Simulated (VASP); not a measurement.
# Na (P6_3/mmc) in VASP: further runs, part 2 of 3

VASP 6.6.1. The steps go on from the part before.

**3. Single point, PBEsol (14.57 Å³/atom)**

Contents of INCAR:

```
ALGO = Normal
EDIFF = 1E-6
ENCUT = 520
GGA = PS
ISIF = 2
ISMEAR = -1
LASPH = T
LCHARG = T
LELF = T
LREAL = F
LVHAR = T
LWAVE = F
NBANDS = 14
NELM = 80
PREC = Accurate
SIGMA = 0.08
```

Contents of KPOINTS:

```
k-points
0
Gamma
  12 12 7
```

Contents of POSCAR:

```
Na
1.0
    2.7464839438      0.0000000000      0.0000000000
   -1.3732419719      2.3785248665      0.0000000000
    0.0000000000      0.0000000000      4.4605455092
Na
2
Direct
    0.3333333333      0.6666666667      0.2500000000
    0.6666666667      0.3333333333      0.7500000000
```

Potentials or basis: VASP PAW PBE potentials, release 64 (Na_pv).

On the command line:

```console
$ cat potpaw_PBE.64/Na_pv/POTCAR > POTCAR
$ mpirun -np 1 vasp_std > vasp.out
```

OUTCAR:

```text
EDIFF = 1E-6
   ENCUT = 520
   GGA = PS
   ISIF = 2
   ISMEAR = -1
   LASPH = T
   LREAL = F
   NELM = 80
   PREC = Accurate

 ion  position               nearest neighbor table
   1  0.333  0.667  0.250-   2 2.74   2 2.74   2 2.74   2 2.74   2 2.74   2 2.74
   2  0.667  0.333  0.750-   1 2.74   1 2.74   1 2.74   1 2.74   1 2.74   1 2.74

  LATTYP: Found a hexagonal cell.
 ALAT       =     2.7464839438
 C/A-ratio  =     1.6240930588

  Lattice vectors:

 A1 = (   2.7464839438,   0.0000000000,   0.0000000000)
 A2 = (  -1.3732419719,   2.3785248665,   0.0000000000)
 A3 = (   0.0000000000,   0.0000000000,   4.4605455092)

Analysis of symmetry for initial positions (statically):
=====================================================================
 Subroutine PRICEL returns:
 Original cell was already a primitive cell.

 Routine SETGRP: Setting up the symmetry group for a
 hexagonal supercell.

 Subroutine GETGRP returns: Found 24 space group operations
 (whereof 12 operations were pure point group operations)
 out of a pool of 24 trial point group operations.

[... 175 lines left out ...]
      4     -20.0699      2.00000
      5     -20.0699      2.00000
      6     -20.0682      2.00000
      7      -0.9204      2.00000
      8       5.8826      0.00005
      9       7.0031      0.00000
     10      21.0356      0.00000
     11      21.0357      0.00000
     12      21.7688      0.00000
     13      22.9776      0.00000
     14      22.9776      0.00000
[... 377 lines left out ...]
      1     -20.5796      2.00000
      2     -20.4776      2.00000
      3     -20.4151      2.00000
      4     -20.2409      2.00000
      5     -20.1479      2.00000
      6     -20.1268      2.00000
      7       2.3219      2.00000
      8       6.9700      0.00000
      9       9.6499      0.00000
     10      11.6021      0.00000
     11      14.2069      0.00000
     12      16.7007      0.00000
     13      18.8518      0.00000
     14      21.3818      0.00000

 [... further k-points ...]

------------------------ aborting loop because EDIFF is reached ----------------------------------------

  FORCE on cell =-STRESS in cart. coord.  units (eV):
  Direction    XX          YY          ZZ          XY          YZ          ZX
  --------------------------------------------------------------------------------------
  -------------------------------------------------------------------------------------
  Total        7.3020146      7.3020146      7.2735776      0.0000000     -0.0000000      0.0000000
  in kB      401.4953728    401.4953728    399.9317877      0.0000000     -0.0000000      0.0000000
  external PRESSURE =     400.9741777 kB  Pullay stress =       0.0000000 kB

 VOLUME and BASIS-vectors are now :
 -----------------------------------------------------------------------------
  energy-cutoff  :      520.00
  volume of cell :       29.14
      direct lattice vectors                 reciprocal lattice vectors
     2.746483944  0.000000000  0.000000000     0.364101892  0.210214325  0.000000000
    -1.373241972  2.378524866  0.000000000     0.000000000  0.420428651  0.000000000
     0.000000000  0.000000000  4.460545509     0.000000000  0.000000000  0.224187826

 POSITION                                       TOTAL-FORCE (eV/Angst)
 -----------------------------------------------------------------------------------
     -0.00000      1.58568      1.11514        -0.000000      0.000000      0.000000
      1.37324      0.79284      3.34541         0.000000     -0.000000      0.000000
 -----------------------------------------------------------------------------------
    total drift:                               -0.000000      0.000000      0.000000

  FREE ENERGIE OF THE ION-ELECTRON SYSTEM (eV)
  ---------------------------------------------------
  free  energy   TOTEN  =        -0.2283557504 eV

  energy  without entropy=       -0.2154213561  energy(sigma->0) =       -0.22188855
```

OSZICAR:

```text
N       E                     dE             d eps       ncg     rms          rms(c)
DAV:   1     0.109041045732E+03    0.10904E+03   -0.80113E+03  2140   0.133E+03
DAV:   2     0.365312467684E+01   -0.10539E+03   -0.10310E+03  2260   0.324E+02
DAV:   3    -0.225991111566E+00   -0.38791E+01   -0.38752E+01  2662   0.641E+01
DAV:   4    -0.265103642386E+00   -0.39113E-01   -0.39111E-01  2404   0.711E+00
DAV:   5    -0.265627551349E+00   -0.52391E-03   -0.52391E-03  2644   0.804E-01    0.985E-01
DAV:   6    -0.242357499467E+00    0.23270E-01   -0.78588E-03  2702   0.168E+00    0.576E-01
DAV:   7    -0.228661475234E+00    0.13696E-01   -0.81127E-03  3252   0.152E+00    0.774E-02
DAV:   8    -0.228355049873E+00    0.30643E-03   -0.82839E-04  2638   0.535E-01    0.444E-03
DAV:   9    -0.228356813773E+00   -0.17639E-05   -0.84127E-06  2548   0.394E-02    0.280E-03
DAV:  10    -0.228355604370E+00    0.12094E-05   -0.79862E-07  1532   0.133E-02    0.198E-04
DAV:  11    -0.228355750440E+00   -0.14607E-06   -0.93030E-08  1220   0.495E-03
   1 F= -.22835575E+00 E0= -.22188855E+00  d E =-.129344E-01
```

stdout:

```text
POSCAR found type information on POSCAR Na
 POSCAR found :  1 types and       2 ions
 scaLAPACK will be used
 -----------------------------------------------------------------------------
|                                                                             |
|                                                                             |
|     You enforced a specific xc type in the INCAR file but a different       |
|     I HOPE YOU KNOW WHAT YOU ARE DOING!                                     |
|                                                                             |
 -----------------------------------------------------------------------------

 LDA part: xc-table for (Slater+PW92), standard interpolation
 POSCAR, INCAR and KPOINTS ok, starting setup
 FFT: planning ... GRIDC
 FFT: planning ... GRID_SOFT
 FFT: planning ... GRID
 WAVECAR not read
 entering main loop
```

It took 25 s on 1 thread of Intel Xeon 8259CL, shared host; peak memory 0.15 GiB.

What came out:

* Free energy: -0.2284 eV
* Pressure: 40.1 GPa
* Band gap on the k mesh: zero (bands 7 and 8 overlap by 5.97 eV)

Stress tensor (GPa, compression positive):
```
40.15  0.00  0.00
 0.00 40.15  0.00
 0.00  0.00 39.99
```

Caveat: the cell stands under pressure; the PAW data sets were made with another functional, which shifts forces and pressure a little.

**4. Single point, PBEsol (16.39 Å³/atom)**

This run uses another cell than the first one, of 16.39 Å³/atom.

Contents of INCAR:

```
PREC = Accurate
ENCUT = 520
EDIFF = 1E-6
ISMEAR = -1
SIGMA = 0.08
LREAL = F
LASPH = T
NELM = 100
ALGO = Normal
ISIF = 2
LWAVE = F
LCHARG = F
GGA = PS
NBANDS = 14
```

Contents of KPOINTS:

```
regular mesh
0
Gamma
  12 12 7
```

Contents of POSCAR:

```
Na
1.0
    2.8564584109      0.0000000000      0.0000000000
   -1.4282292055      2.4737655487      0.0000000000
    0.0000000000      0.0000000000      4.6391542779
Na
2
Direct
    0.3333333333      0.6666666667      0.2500000000
    0.6666666667      0.3333333333      0.7500000000
```

On the command line:

```console
$ cat potpaw_PBE.64/Na_pv/POTCAR > POTCAR
$ mpirun -np 1 vasp_std > vasp.out
```

Run time: 34 s. Hardware: 1 thread of Intel Xeon 8259CL, shared host; peak memory 0.16 GiB.

Results (log left out):

```yaml
Free_energy: -0.9911 eV
Pressure: 27.9 GPa
Band_gap_on_the_k_mesh: zero (bands 7 and 8 overlap by 5.70 eV)
```

Levels at points of the mesh, in eV from the Fermi level:
| k point | band 3 | band 4 | band 5 | band 6 | band 7 | band 8 | band 9 | band 10 | band 11 | band 12 |
| --- | --- | --- | --- | --- | --- | --- | --- | --- | --- | --- |
| (0.00, 0.00, 0.00) | -24.95 | -24.90 | -24.90 | -24.90 | -5.54 | 0.78 | 1.86 | 15.16 | 15.16 | 15.86 |
| (0.50, 0.00, 0.00) | -25.15 | -25.05 | -25.00 | -24.95 | 0.19 | 0.80 | 4.98 | 6.30 | 6.80 | 7.69 |

Caveat: the cell stands under pressure; the PAW data sets were made with another functional, which shifts forces and pressure a little.

**5. Single point, PBEsol+D4**

This run uses another cell than the first one, of 20.03 Å³/atom.

Contents of INCAR:

```
SYSTEM = Na
PREC = Accurate ; ENCUT = 520
EDIFF = 1E-6 ; ISMEAR = -1
SIGMA = 0.08 ; LREAL = .FALSE.
LASPH = .TRUE. ; NELM = 60
ALGO = Normal ; ISIF = 2
LWAVE = .FALSE. ; LCHARG = .FALSE.
GGA = PS ; IVDW = 13
NBANDS = 14
```

Contents of KPOINTS:

```
Automatic mesh
0
G
  12 12 7
  0 0 0
```

Contents of POSCAR:

```
Na
1.0
    3.0540628051      0.0000000000      0.0000000000
   -1.5270314026      2.6448959740      0.0000000000
    0.0000000000      0.0000000000      4.9600822028
Na
2
Direct
    0.3333333333      0.6666666667      0.2500000000
    0.6666666667      0.3333333333      0.7500000000
```

Potentials or basis: VASP PAW PBE potentials, release 64 (Na_pv).

On the command line:

```console
$ cat potpaw_PBE.64/Na_pv/POTCAR > POTCAR
$ mpirun -np 1 vasp_std > vasp.out
```

OUTCAR:

```text
SYSTEM = Na
   PREC = Accurate
   ENCUT = 520
   EDIFF = 1E-6
   ISMEAR = -1
   LREAL = .FALSE.
   LASPH = .TRUE.
   NELM = 60
   ISIF = 2
   GGA = PS
   IVDW = 13

 ion  position               nearest neighbor table
   1  0.333  0.667  0.250-
   2  0.667  0.333  0.750-

  LATTYP: Found a hexagonal cell.
 ALAT       =     3.0540628051
 C/A-ratio  =     1.6240930588

  Lattice vectors:

 A1 = (   3.0540628051,   0.0000000000,   0.0000000000)
[... 596 lines left out ...]
------------------------ aborting loop because EDIFF is reached ----------------------------------------

  DFT-D4 for vdW energy calculation

  Edisp (eV):   -0.02947

  FORCE on cell =-STRESS in cart. coord.  units (eV):
  Direction    XX          YY          ZZ          XY          YZ          ZX
  --------------------------------------------------------------------------------------
  -------------------------------------------------------------------------------------
  Total       3.53228     3.53228     3.52964    -0.00000     0.00000     0.00000
  in kB     141.25049   141.25049   141.14484    -0.00000     0.00000     0.00000
  external pressure =      141.22 kB  Pullay stress =        0.00 kB

 VOLUME and BASIS-vectors are now :
 -----------------------------------------------------------------------------
  energy-cutoff  :      520.00
  volume of cell :       40.07
      direct lattice vectors                 reciprocal lattice vectors
     3.054062805  0.000000000  0.000000000     0.327432690  0.189043352  0.000000000
    -1.527031403  2.644895974  0.000000000     0.000000000  0.378086704  0.000000000
     0.000000000  0.000000000  4.960082203     0.000000000  0.000000000  0.201609562

 POSITION                                       TOTAL-FORCE (eV/Angst)
 -----------------------------------------------------------------------------------
     -0.00000      1.76326      1.24002        -0.000000      0.000000      0.000000
      1.52703      0.88163      3.72006         0.000000     -0.000000     -0.000000
 -----------------------------------------------------------------------------------
    total drift:                               -0.000000      0.000000      0.000000

  FREE ENERGIE OF THE ION-ELECTRON SYSTEM (eV)
  ---------------------------------------------------
  free  energy   TOTEN  =        -1.9385828309 eV

  energy  without entropy=       -1.9234750576  energy(sigma->0) =       -1.93102894
```

OSZICAR:

```text
N       E                     dE             d eps       ncg     rms          rms(c)
DAV:   1     0.106737746992E+03    0.10674E+03   -0.80293E+03  2128   0.120E+03
DAV:   2     0.222399410731E+01   -0.10451E+03   -0.10249E+03  2194   0.310E+02
DAV:   3    -0.187954168781E+01   -0.41035E+01   -0.40993E+01  2698   0.644E+01
DAV:   4    -0.192737294819E+01   -0.47831E-01   -0.47830E-01  2362   0.790E+00
DAV:   5    -0.192819347486E+01   -0.82053E-03   -0.82052E-03  2686   0.990E-01    0.640E-01
DAV:   6    -0.191569867289E+01    0.12495E-01   -0.70960E-03  2650   0.148E+00    0.370E-01
DAV:   7    -0.190933173025E+01    0.63669E-02   -0.64558E-03  2966   0.124E+00    0.728E-02
DAV:   8    -0.190910806583E+01    0.22366E-03   -0.65711E-04  2656   0.460E-01    0.401E-03
DAV:   9    -0.190910933103E+01   -0.12652E-05   -0.62123E-06  2572   0.320E-02    0.235E-03
DAV:  10    -0.190910874123E+01    0.58981E-06   -0.65695E-07  1556   0.105E-02
   1 F= -.19385828E+01 E0= -.19310289E+01  d E =-.151078E-01
```

stdout:

```text
POSCAR found type information on POSCAR Na
 POSCAR found :  1 types and       2 ions
 scaLAPACK will be used
 -----------------------------------------------------------------------------
|                                                                             |
|                                                                             |
|     You enforced a specific xc type in the INCAR file but a different       |
|     I HOPE YOU KNOW WHAT YOU ARE DOING!                                     |
|                                                                             |
 -----------------------------------------------------------------------------

 LDA part: xc-table for (Slater+PW92), standard interpolation
 POSCAR, INCAR and KPOINTS ok, starting setup
 FFT: planning ... GRIDC
 FFT: planning ... GRID_SOFT
 FFT: planning ... GRID
 WAVECAR not read
 entering main loop
```

Run time: 38 s. Hardware: 1 thread of Intel Xeon 8259CL, shared host; peak memory 0.17 GiB.

Results:

* Free energy: -1.9386 eV
* Pressure: 14.1 GPa
* Band gap on the k mesh: zero (bands 7 and 8 overlap by 5.24 eV)
* Dispersion energy per atom: -0.015 eV

Caveat: the cell stands under pressure; the PAW data sets were made with another functional, which shifts forces and pressure a little.

(Continued in part 3 of 3.)
